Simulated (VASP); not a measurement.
## InSe: single point with PBEsol

InSe:

```xyz
4
Lattice="1.9592 1.1311 8.1469 -1.9592 1.1311 8.1469 0.0000 -2.2623 8.1469" Properties=species:S:1:pos:R:3 pbc="T T T"
In    0.0000    0.0000    0.0000
In    0.0000    0.0000    2.7422
Se    0.0000    0.0000   15.0432
Se    0.0000    0.0000   20.2858
```

```yaml
Program: VASP 6.6.1
Task: single point
Functional: PBEsol
Potentials_or_basis: VASP PAW PBE potentials, release 64 (In_d, Se)
Cutoff: 520 eV
k_mesh: 7 × 7 × 7
Occupations: fermi-dirac, width 0.01 eV
Spin: no spin polarisation
Dipole_correction: no
Further_INCAR_settings: ALGO = Normal; EDIFF = 1e-06; NBANDS = 27
```

```yaml
Pressure: 4.1 GPa
Largest_force: 0.531 eV/Å
Band_gap_on_the_k_mesh: 0.81 eV (least direct gap 0.82 eV)
```

Forces on the atoms (eV/Å):
```
In   0.000  0.000  0.431
In   0.000  0.000 -0.425
Se   0.000  0.000 -0.531
Se   0.000  0.000  0.525
```

Stress tensor (GPa, compression positive):
```
4.38 0.00 0.00
0.00 4.38 0.00
0.00 0.00 3.49
```

Levels at points of the mesh, in eV from the valence-band top:
| k point | band 15 | band 16 | band 17 | band 18 | band 19 | band 20 | band 21 | band 22 | band 23 | band 24 |
| --- | --- | --- | --- | --- | --- | --- | --- | --- | --- | --- |
| (0.00, 0.00, 0.00) | -1.63 | -1.28 | -1.28 | -1.13 | -1.13 | 2.01 | 2.27 | 4.54 | 4.54 | 5.30 |

Wall time 4.4 min on 1 thread of Intel(R) Xeon(R) 6975P-C (Granite Rapids), on a shared host, peak memory 0.57 GiB.

Caveat: the cell stands under pressure; the PAW data sets were made with another functional, which shifts forces and pressure a little; spin-orbit coupling is left out, which moves the levels of the heavy elements; an odd mesh through Γ misses points on the zone boundary, where band edges can lie.
